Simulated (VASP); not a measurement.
# BN (F-43m) in VASP: a series of runs

The runs below take BN through single point, relaxation of cell and atoms, with PBE.

Program: VASP 6.6.1. These are calculated values, not measurements. Logs are shortened: lines on timing, memory, paths and dates and some standing lists are left out, and cuts for length are marked.

## 1. The cell of the first run

The structure is cubic, space group F-43m (No. 216). Conventional cell: a = 3.621 Å, b = 3.621 Å, c = 3.621 Å, α = 90.00°, β = 90.00°, γ = 90.00°. B (site symmetry -43m) has 4 N at 1.57 Å within 2.1 Å. Within 2.1 Å of N (site symmetry -43m) lie 4 B at 1.57 Å.

## 2. Single point, PBE

The input, INCAR:

```
SYSTEM = BN
ALGO = Normal
EDIFF = 1E-6
ENCUT = 600
GGA = PE
GGA_COMPAT = .False.
ISIF = 2
ISMEAR = 0
LASPH = .True.
LCHARG = .False.
LREAL = .False.
LWAVE = .False.
NBANDS = 11
NELM = 120
PREC = Accurate
SIGMA = 0.01
```

The input, KPOINTS:

```
k-points
0
Gamma
  12 12 12
  0 0 0
```

The input, POSCAR:

```
BN
1.0
    0.0000000000      1.8107190047      1.8107190047
    1.8107190047      0.0000000000      1.8107190047
    1.8107190047      1.8107190047      0.0000000000
B N
1 1
Direct
    0.0000000000      0.0000000000      0.0000000000
    0.7500000000      0.7500000000      0.7500000000
```

Potentials or basis: VASP PAW PBE potentials, release 64 (B, N).

On the command line:

```
> cat potpaw_PBE.64/B/POTCAR potpaw_PBE.64/N/POTCAR > POTCAR
> mpirun -np 1 vasp_std > vasp.out
```

OUTCAR:

```text
SYSTEM = BN
   EDIFF = 1E-6
   ENCUT = 600
   GGA = PE
   ISIF = 2
   ISMEAR = 0
   LASPH = .True.
   LREAL = .False.
   NELM = 120
   PREC = Accurate

 ion  position               nearest neighbor table
   1  0.000  0.000  0.000-   2 1.57   2 1.57   2 1.57   2 1.57
   2  0.750  0.750  0.750-   1 1.57   1 1.57   1 1.57   1 1.57

  LATTYP: Found a face centered cubic cell.
 ALAT       =     3.6214380094

  Lattice vectors:

 A1 = (   0.0000000000,   1.8107190047,   1.8107190047)
 A2 = (   1.8107190047,   0.0000000000,   1.8107190047)
 A3 = (   1.8107190047,   1.8107190047,   0.0000000000)

Analysis of symmetry for initial positions (statically):
=====================================================================
 Subroutine PRICEL returns:
 Original cell was already a primitive cell.

 Routine SETGRP: Setting up the symmetry group for a
 face centered cubic supercell.

 Subroutine GETGRP returns: Found 24 space group operations
 (whereof 24 operations were pure point group operations)
 out of a pool of 48 trial point group operations.

The static configuration has the point symmetry T_d .

Analysis of symmetry for dynamics (positions and initial velocities):
=====================================================================
 Subroutine PRICEL returns:
 Original cell was already a primitive cell.

 Routine SETGRP: Setting up the symmetry group for a
 face centered cubic supercell.

 Subroutine GETGRP returns: Found 24 space group operations
 (whereof 24 operations were pure point group operations)
 out of a pool of 48 trial point group operations.

The dynamic configuration has the point symmetry T_d .

 Subroutine INISYM returns: Found 24 space group operations
 (whereof 24 operations are pure point group operations),
 and found     1 'primitive' translations

----------------------------------------------------------------------------------------

                                     Primitive cell

  volume of cell :      11.8736

  direct lattice vectors                    reciprocal lattice vectors
     0.000000000  1.810719005  1.810719005    -0.276133403  0.276133403  0.276133403
     1.810719005  0.000000000  1.810719005     0.276133403 -0.276133403  0.276133403
     1.810719005  1.810719005  0.000000000     0.276133403  0.276133403 -0.276133403

  length of vectors
     2.560743374  2.560743374  2.560743374     0.478277083  0.478277083  0.478277083

  position of ions in fractional coordinates (direct lattice)
     0.000000000  0.000000000  0.000000000
     0.750000000  0.750000000  0.750000000

  ion indices of the primitive-cell ions
   primitive index   ion index
                 1           1
                 2           2

----------------------------------------------------------------------------------------

 KPOINTS: k-points

Automatic generation of k-mesh.
 Grid dimensions read from file:
 generate k-points for:   12   12   12

 Generating k-lattice:

  Cartesian coordinates                     Fractional coordinates (reciprocal lattice)
    -0.023011117  0.023011117  0.023011117     0.083333333  0.000000000  0.000000000
     0.023011117 -0.023011117  0.023011117     0.000000000  0.083333333  0.000000000
     0.023011117  0.023011117 -0.023011117     0.000000000  0.000000000  0.083333333

  Length of vectors
     0.039856424  0.039856424  0.039856424

  Shift w.r.t. Gamma in fractional coordinates (k-lattice)
     0.000000000  0.000000000  0.000000000

 Subroutine IBZKPT returns following result:
 ===========================================

 Found     72 irreducible k-points:

 Following reciprocal coordinates:
            Coordinates               Weight
  0.000000  0.000000  0.000000      1.000000
  0.083333  0.000000  0.000000      8.000000
  0.166667  0.000000  0.000000      8.000000
  0.250000  0.000000  0.000000      8.000000
  0.333333  0.000000  0.000000      8.000000
  0.416667  0.000000  0.000000      8.000000
[... 16 lines left out ...]
  0.500000  0.166667  0.000000     24.000000
 -0.416667  0.166667  0.000000     24.000000
 [... further k-points ...]
   k-points           NKPTS =     72   k-points in BZ     NKDIM =     72   number of bands    NBANDS=     11
   number of dos      NEDOS =    301   number of ions     NIONS =      2
   total plane-waves  NPLWV =   8000
   dimension x,y,z NGX =    20 NGY =   20 NGZ =   20
   dimension x,y,z NGXF=    40 NGYF=   40 NGZF=   40
   ions per type =               1   1
   NGX,Y,Z   is equivalent  to a cutoff of  12.98, 12.98, 12.98 a.u.
   NGXF,Y,Z  is equivalent  to a cutoff of  25.97, 25.97, 25.97 a.u.
 SYSTEM =  BN
   PREC   = accura    normal or accurate (medium, high low for compatibility)
   ISTART =      0    job   : 0-new  1-cont  2-samecut
   ICHARG =      2    charge: 1-file 2-atom 10-const
   ISPIN  =      1    spin polarized calculation?
   LNONCOLLINEAR =      F non collinear calculations
   LSORBIT =      F    spin-orbit coupling
   LASPH  =      T    aspherical Exc in radial PAW
   ENCUT  =  600.0 eV  44.10 Ry    6.64 a.u.   5.11  5.11  5.11*2*pi/ulx,y,z
   NELM   =    120;   NELMIN=  2; NELMDL= -5     # of ELM steps
   EDIFF  = 0.1E-05   stopping-criterion for ELM
   LREAL  =      F    real-space projection
   EDIFFG = 0.1E-04   stopping-criterion for IOM
   NSW    =      0    number of steps for IOM
   IBRION =     -1    ionic relax: 0-MD 1-quasi-New 2-CG
   NFREE  =      0    steps in history (QN), initial steepest desc. (CG)
   ISIF   =      2    stress and relaxation
   ISYM   =      2    0-nonsym 1-usesym 2-fastsym
   POTIM  = 0.5000    time-step for ionic-motion
   TEBEG  =    0.0;   TEEND  =   0.0 temperature during run
   PSTRESS=    0.0 pullay stress
   NELECT =       8.0000    total number of electrons
   NUPDOWN=      -1.0000    fix difference up-down
   EMIN   =  10.00;   EMAX   =-10.00  energy-range for DOS
   EFERMI =   0.00;   METHOD = LEGACY
   ISMEAR =     0;   SIGMA  =   0.01  broadening in eV -4-tet -1-fermi 0-gaus
   EFERMI_NEDOS =   21; number of points for ismear=-14 and -15
   IALGO  =     38    algorithm
   IMIX   =      4    mixing-type and parameters
     AMIX     =   0.40;   BMIX     =  1.00
     AMIX_MAG =   1.60;   BMIX_MAG =  1.00
  volume/ion in A,a.u.               =       5.94        40.06
  Fermi-wavevector in a.u.,A,eV,Ry     =   1.435193  2.712122 28.025010  2.059780
  Thomas-Fermi vector in A             =   2.554519
   LORBIT       =      0    0 simple, 1 ext, 2 COOP (PROOUT), +10 PAW based schemes
   GGA     = PE    functional components
   LHFCALC =     F    Hartree Fock is set to
   AEXX    =    0.0000 exact exchange contribution
   IVDW    =     0    specifies the selected vdW correction
   LEPSILON=     F    determine dielectric tensor
   LRPA    =     F    only Hartree local field effects (RPA)
 non-spin polarized calculation
 Gauss-broadening in eV      SIGMA  =   0.01
  energy-cutoff  :      600.00
  volume of cell :       11.87
 maximum number of plane-waves:       415
   NGX = 11   NGY = 11   NGZ = 11

 number of electron       7.9999999 magnetization

 Free energy of the ion-electron system (eV)
  ---------------------------------------------------
  ext. energy  EPLUGINS =         0.00000000
  ---------------------------------------------------
  free energy    TOTEN  =       -17.45444907 eV

  energy without entropy =      -17.45444907  energy(sigma->0) =      -17.45444907

 E-fermi :   7.4384     XC(G=0): -12.7958

 val. band max:        7.3369162182   @ k =   0.0000   0.0000   0.0000
 cond. band min:      11.7907414123   @ k =   0.5000   0.5000   0.0000
 fundamental gap:      4.4538251941
 Fermi energy:         7.4384297284

 k-point     1 :       0.0000    0.0000    0.0000
  band No.  band energies     occupation
      1     -12.8333      2.00000
      2       7.3369      2.00000
      3       7.3369      2.00000
      4       7.3369      2.00000
      5      16.1313      0.00000
      6      16.1313      0.00000
      7      16.1313      0.00000
      8      17.6002      0.00000
      9      31.9891      0.00000
     10      35.0383      0.00000
     11      35.0383      0.00000

 k-point     2 :       0.0833    0.0000    0.0000
  band No.  band energies     occupation
      1     -12.6649      2.00000
      2       6.4280      2.00000
      3       7.1575      2.00000
      4       7.1575      2.00000
      5      16.3335      0.00000
      6      16.4040      0.00000
      7      16.4040      0.00000
      8      18.1675      0.00000
      9      31.7972      0.00000
     10      32.8393      0.00000
     11      32.8393      0.00000

 k-point     3 :       0.1667    0.0000    0.0000
  band No.  band energies     occupation
      1     -12.1665      2.00000
      2       4.3361      2.00000
      3       6.7203      2.00000
      4       6.7203      2.00000
      5      16.6357      0.00000
      6      17.0375      0.00000
      7      17.0375      0.00000
      8      19.5006      0.00000
      9      31.2629      0.00000
     10      31.2899      0.00000
     11      31.2899      0.00000

 k-point     4 :       0.2500    0.0000    0.0000
  band No.  band energies     occupation
      1     -11.3615      2.00000
      2       1.8798      2.00000
      3       6.2152      2.00000
      4       6.2152      2.00000
      5      16.9278      0.00000
      6      17.6435      0.00000
      7      17.6435      0.00000
      8      20.8374      0.00000
      9      30.7191      0.00000
     10      30.8858      0.00000
     11      30.8858      0.00000
[... 239 lines left out ...]
 k-point    22 :       0.4167    0.1667    0.0000
  band No.  band energies     occupation
      1      -9.4223      2.00000
      2      -0.8036      2.00000
      3       4.2150      2.00000
      4       4.3983      2.00000
      5      15.8164      0.00000
      6      19.6923      0.00000
      7      20.1748      0.00000
      8      21.0481      0.00000
      9      27.6635      0.00000
     10      33.4649      0.00000
     11      35.6680      0.00000

 k-point    23 :       0.5000    0.1667    0.0000
  band No.  band energies     occupation
      1      -8.4634      2.00000
      2      -2.3487      2.00000
      3       3.6319      2.00000
      4       4.4705      2.00000
      5      16.1720      0.00000
      6      19.6237      0.00000
      7      19.9335      0.00000
      8      22.3457      0.00000
      9      28.0379      0.00000
     10      33.6387      0.00000
     11      34.8722      0.00000

 k-point    24 :      -0.4167    0.1667    0.0000
  band No.  band energies     occupation
      1      -8.2804      2.00000
      2      -2.6148      2.00000
      3       3.2319      2.00000
      4       4.7837      2.00000
      5      16.6233      0.00000
      6      19.4770      0.00000
      7      19.5398      0.00000
      8      22.9576      0.00000
      9      28.3249      0.00000
     10      32.6213      0.00000
     11      33.9098      0.00000

 [... further k-points ...]
[... 5 lines left out ...]
  --------------------------------------------------------------------------------------
  -------------------------------------------------------------------------------------
  Total        0.0726766      0.0726766      0.0726766      0.0000000      0.0000000      0.0000000
  in kB        9.8066846      9.8066846      9.8066846      0.0000000      0.0000000      0.0000000
  external PRESSURE =       9.8066846 kB  Pullay stress =       0.0000000 kB

 VOLUME and BASIS-vectors are now :
 -----------------------------------------------------------------------------
  energy-cutoff  :      600.00
  volume of cell :       11.87
      direct lattice vectors                 reciprocal lattice vectors
     0.000000000  1.810719005  1.810719005    -0.276133403  0.276133403  0.276133403
     1.810719005  0.000000000  1.810719005     0.276133403 -0.276133403  0.276133403
     1.810719005  1.810719005  0.000000000     0.276133403  0.276133403 -0.276133403

 POSITION                                       TOTAL-FORCE (eV/Angst)
 -----------------------------------------------------------------------------------
      0.00000      0.00000      0.00000         0.000000      0.000000      0.000000
      2.71608      2.71608      2.71608        -0.000000     -0.000000     -0.000000
 -----------------------------------------------------------------------------------
    total drift:                               -0.000000     -0.000000     -0.000000

  FREE ENERGIE OF THE ION-ELECTRON SYSTEM (eV)
  ---------------------------------------------------
  free  energy   TOTEN  =       -17.4544490652 eV

  energy  without entropy=      -17.4544490652  energy(sigma->0) =      -17.45444907
```

Run time: 4.1 s. Hardware: 1 thread of Intel Xeon 6975P-C (Granite Rapids), shared host; peak memory 0.12 GiB.

What came out:

* Free energy: -17.4544 eV
* Pressure: 1.0 GPa
* Band gap on the k mesh: 4.45 eV, indirect (least direct gap 8.79 eV)

## 3. Relaxation of cell and atoms, PBE, target pressure 1 GPa, at which the enthalpy is minimised

This run uses another cell than the first one, of 5.95 Å³/atom, 1.003 times its volume.

The input, INCAR:

```
PREC = Accurate
ENCUT = 600
EDIFF = 1E-7
ISMEAR = 0
SIGMA = 0.01
LREAL = False
LASPH = True
NELM = 120
ALGO = Normal
ISIF = 3
LWAVE = False
LCHARG = False
GGA = PE
IBRION = 2
NSW = 80
EDIFFG = -0.001
PSTRESS = 10.0
GGA_COMPAT = False
NELMIN = 4
```

The input, KPOINTS:

```
Automatic mesh
0
Gamma
  12 12 12
```

The input, POSCAR:

```
BN
1.0
    0.0000000000      1.8123386229      1.8123386229
    1.8123386229      0.0000000000      1.8123386229
    1.8123386229      1.8123386229      0.0000000000
B N
1 1
Direct
    0.0000000000      0.0000000000      0.0000000000
    0.7500000000      0.7500000000      0.7500000000
```

Potentials or basis: VASP PAW PBE potentials, release 64 (B, N).

On the command line:

```
> cat potpaw_PBE.64/B/POTCAR potpaw_PBE.64/N/POTCAR > POTCAR
> mpirun -np 1 vasp_std > vasp.out
```

Run time: 6.5 s. Hardware: 1 thread of Intel Xeon 6975P-C (Granite Rapids), shared host; peak memory 0.12 GiB.

Results (log left out):

```
Free energy                                            : -17.4545 eV
Relaxed volume                                         : 5.94 Å³/atom
Relaxed cell                                           : a = 2.561 Å, b = 2.561 Å, c = 2.561 Å, α = 60.00°, β = 60.00°, γ = 60.00°
Space group after relaxing (to 0.05 Å)                 : F-43m (No. 216)
Energy change on relaxing (the enthalpy is what falls) : +0.0 meV/atom
Ionic steps                                            : 3
Pressure after relaxing                                : 1.0 GPa
Band gap on the k mesh                                 : 4.45 eV, indirect (least direct gap 8.79 eV)
```

Final structure:
```
B N
1.0
     0.00000    1.81065    1.81065
     1.81065    0.00000    1.81065
     1.81065    1.81065    0.00000
B N
1 1
Direct
  0.00000 0.00000 0.00000
  0.75000 0.75000 0.75000
```

Levels at points of the mesh, in eV from the valence-band top:
```
           k point  band 1  band 2  band 3  band 4  band 5  band 6  band 7  band 8
(0.00, 0.00, 0.00)  -20.17    0.00    0.00    0.00    8.79    8.79    8.79   10.27
(0.50, 0.00, 0.00)  -15.98  -10.64   -1.93   -1.93   10.08   10.68   10.68   15.20
(0.50, 0.50, 0.00)  -14.62   -8.88   -4.88   -4.88    4.45    9.20   17.84   17.84
```

Caveat: the cell is relaxed towards a set pressure, so the enthalpy falls and the energy may rise. A k mesh can miss the band edges.
